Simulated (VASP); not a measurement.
Set up this calculation in VASP 6.6.1, as the native input.

```yaml
Task: single point
Functional: PBE
Potentials_or_basis: VASP PAW PBE potentials, release 64 (Na_pv, I)
Cutoff: 520 eV
k_mesh: 8 × 8 × 8
Occupations: fermi-dirac, width 0.02 eV
Spin: no spin polarisation
Dipole_correction: no
Further_INCAR_settings: ALGO = Normal; EDIFF = 1e-06; NBANDS = 14
```

The structure of NaI lies in POSCAR:

```
NaI
1.0
    0.0000000000      3.1359688285      3.2296280417
    3.1359688285      0.0000000000      3.2296280417
    3.1359688285      3.1359688285      0.0000000000
Na I
1 1
Direct
    0.0000000000      0.0000000000      0.0000000000
    0.5000000000      0.5000000000      0.5000000000
```

This cell differs from its parent crystal: biaxial xy strain -2.9%.

The input as run:

INCAR

```
PREC = Accurate
ENCUT = 520
EDIFF = 1E-6
ISMEAR = -1
SIGMA = 0.02
LREAL = F
LASPH = T
NELM = 80
ALGO = Normal
ISIF = 2
LWAVE = F
LCHARG = T
GGA = PE
LELF = T
LVHAR = T
NBANDS = 14
```

KPOINTS

```
Automatic mesh
0
Gamma
  8 8 8
```

Potentials or basis: VASP PAW PBE potentials, release 64 (Na_pv, I).

Command:

```console
$ cat potpaw_PBE.64/Na_pv/POTCAR potpaw_PBE.64/I/POTCAR > POTCAR
$ mpirun -np 1 vasp_std > vasp.out
```

Results of the run:

| Item | Value |
| --- | --- |
| Pressure | 1.8 GPa |
| Band gap on the k mesh | 3.81 eV, direct |

Caveat: the cell differs from its parent crystal (biaxial xy strain -2.9%); spin-orbit coupling is left out, which moves the levels of the heavy elements.

Run time: 37 s on 1 thread of AMD EPYC 7R43 64-Core Processor (Zen 3), on a shared host, peak memory 0.18 GiB.
